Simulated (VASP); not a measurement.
Here is a VASP 6.6.1 calculation.

File INCAR:

```
PREC = Accurate
ENCUT = 520
EDIFF = 1E-6
ISMEAR = 1
SIGMA = 0.1
LREAL = False
LASPH = True
NELM = 80
ALGO = Normal
ISIF = 2
LWAVE = False
LCHARG = False
GGA = CA
NBANDS = 18
```

Contents of KPOINTS:

```
Automatic mesh
0
Gamma
  13 13 13
```

The input POSCAR:

```
Si2W
1.0
   -1.5924875644      1.5924875644      3.8798364493
    1.5924875644     -1.5924875644      3.8798364493
    1.5924875644      1.5924875644     -3.8798364493
Si W
2 1
Direct
    0.3347000000      0.3347000000      0.0000000000
    0.6653000000      0.6653000000      0.0000000000
    0.0000000000      0.0000000000      0.0000000000
```

Potentials or basis: VASP PAW LDA potentials, release 64 (Si, W_sv).

Launch:

```sh
$ cat potpaw_LDA.64/Si/POTCAR potpaw_LDA.64/W_sv/POTCAR > POTCAR
$ mpirun -np 1 vasp_std > vasp.out
```

(1) Estimate the largest force.

(2) Estimate the band gap on the k mesh.

(3) Predict the pressure.

## Answers

(1) 0.029 eV/Å.

(2) zero (bands 11 and 12 overlap by 1.23 eV).

(3) 1.3 GPa.

Caveat: spin-orbit coupling is left out, which moves the levels of the heavy elements.
